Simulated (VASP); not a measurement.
A run of VASP 6.6.1 is set up as follows.

The input INCAR:

```
SYSTEM = V
  ALGO = Normal
  EDIFF = 1E-6
  ENCUT = 520
  GGA = PE
  ISIF = 2
  ISMEAR = -1
  ISPIN = 2
  LASPH = .TRUE.
  LCHARG = .FALSE.
  LMAXMIX = 4
  LORBIT = 11
  LREAL = .FALSE.
  LWAVE = .FALSE.
  MAGMOM = 1 1 1
  NBANDS = 30
  NELM = 150
  PREC = Accurate
  SIGMA = 0.05
```

KPOINTS

```
k-points
0
G
  9 9 15
  0 0 0
```

Contents of POSCAR:

```
V
1.0
    4.6248819940      0.0000000000      0.0000000000
   -2.3124409970      4.0052652963      0.0000000000
    0.0000000000      0.0000000000      2.4786824845
V
3
Direct
    1.0000000000      1.0000000000      0.0000000000
    0.3333333333      0.6666666667      0.5000000000
    0.6666666667      0.3333333333      0.5000000000
```

Potentials or basis: VASP PAW PBE potentials, release 64 (V_sv).

The run is started by

```bash
$ cat potpaw_PBE.64/V_sv/POTCAR > POTCAR
$ mpirun -np 1 vasp_std > vasp.out
```

Question: Predict the net moment.

Answer: 0.00 μB per cell.

Question: What does it give for the pressure?

Answer: -15.9 GPa.

Stress tensor (GPa, compression positive):
```
-15.86   0.00   0.00
  0.00 -15.86   0.00
  0.00   0.00 -16.05
```
